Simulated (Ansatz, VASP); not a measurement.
**Ti in VASP and in Ansatz**

```
Ti
1.0
     4.46028    0.00000    0.00000
    -2.23014    3.86271    0.00000
     0.00000    0.00000    2.76648
Ti
3
Cartesian
  0.0000 0.0000 0.0000
  0.0000 2.5751 1.3832
  2.2301 1.2876 1.3832
```

Alike in both runs: functional LDA; k mesh 15 × 15 × 20; occupations fermi-dirac, width 0.15 eV; no spin polarisation.

Ansatz relaxed the structure, and its values are those at the end. VASP's run is a single point on that final structure, the one shown.

|  | VASP | Ansatz |
| --- | --- | --- |
| version | VASP 6.6.1 | Ansatz 0.2.0 |
| potentials or method | VASP PAW LDA potentials, release 64 (Ti_sv), cutoff 520 eV | scalar-relativistic, plane waves, PAW |
| valence electrons in the cell | 36 | 36 |

```tsv
	VASP	Ansatz	Ansatz less VASP
gap on the k mesh at the Fermi level (eV)	none	none	-
pressure (GPa)	-0.2	0.0	+0.25
```

Ansatz warns that its potentials were made for another functional, while VASP's fit it. LDA's correlation is that of Perdew and Zunger in VASP and of Perdew and Wang (1992) in Ansatz. A gap of «none» marks a metal or a gap that the smearing closes.
